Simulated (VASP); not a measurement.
Set up this calculation in VASP 6.6.1, as the native input.

```
Task                   : single point
Functional             : r2SCAN
Potentials or basis    : VASP PAW PBE potentials, release 64 (Zn, S)
Cutoff                 : 520 eV
k mesh                 : 6 × 6 × 2
Occupations            : gaussian, width 0.05 eV
Spin                   : no spin polarisation
Dipole correction      : no
Further INCAR settings : ALGO = Normal; EDIFF = 1e-07; NBANDS = 46
```

ZnS:

```xyz
8
Lattice="-2.6945 -2.6945 0.0000 2.6945 -2.6945 0.0000 -1.3473 0.0000 10.7781" Properties=species:S:1:pos:R:3 pbc="T T T"
Zn    0.0000   -2.6945    2.0209
Zn    0.0000    0.0000    4.7154
Zn    0.0000   -2.6945    7.4099
Zn    0.0000    0.0000   10.1044
S    -1.3473   -1.3473    3.3681
S     1.3473   -1.3473    6.0627
S    -1.3473   -1.3473    8.7572
S     1.3473   -1.3473    0.6736
```

This cell differs from its parent crystal: the part above a cut slid along it.

The input as run:

POSCAR

```
ZnS
1.0
   -2.6945131931     -2.6945131931      0.0000000000
    2.6945131931     -2.6945131931      0.0000000000
   -1.3472565966      0.0000000000     10.7780527726
Zn S
4 4
Direct
    0.4531250000      0.5468750000      0.1875000000
   -0.1093750000      0.1093750000      0.4375000000
    0.3281250000      0.6718750000      0.6875000000
   -0.2343750000      0.2343750000      0.9375000000
    0.4218750000      0.0781250000      0.3125000000
   -0.1406250000      0.6406250000      0.5625000000
    0.2968750000      0.2031250000      0.8125000000
   -0.0156250000      0.5156250000      0.0625000000
```

INCAR.step1

```
SYSTEM = ZnS
  PREC = Accurate
  ENCUT = 520
  ISMEAR = 0
  SIGMA = 0.05
  LREAL = .False.
  LASPH = .True.
  NELM = 60
  NBANDS = 46
  GGA = PE
  ALGO = Normal
  EDIFF = 1E-4
  LWAVE = .True.
  LCHARG = .False.
```

INCAR.step2

```
SYSTEM = ZnS
  PREC = Accurate
  ENCUT = 520
  EDIFF = 1E-7
  ISMEAR = 0
  SIGMA = 0.05
  LREAL = .False.
  LASPH = .True.
  NELM = 60
  ALGO = Normal
  ISIF = 2
  LWAVE = .False.
  LCHARG = .False.
  METAGGA = R2SCAN
  LMIXTAU = .True.
  NBANDS = 46
  ISTART = 1
```

KPOINTS

```
regular mesh
0
Gamma
  6 6 2
  0 0 0
```

Potentials or basis: VASP PAW PBE potentials, release 64 (Zn, S).

Command:

```bash
$ cat potpaw_PBE.64/Zn/POTCAR potpaw_PBE.64/S/POTCAR > POTCAR
$ cp INCAR.step1 INCAR
$ mpirun -np 1 vasp_std > vasp.out
$ cp INCAR.step2 INCAR
$ mpirun -np 1 vasp_std > vasp.out
```

It gave:

The pressure is 5.1 GPa, the largest force is 6.592 eV/Å and the band gap on the k mesh is 1.97 eV.

Caveat: the cell differs from its parent crystal (the part above a cut slid along it); the stress differs along the axes, from 1 to 10 GPa; the PAW data sets were made with another functional, which shifts forces and pressure a little.

It took 26 min on 1 thread of AMD EPYC 9755 128-Core Processor, on a shared host, peak memory 0.36 GiB.
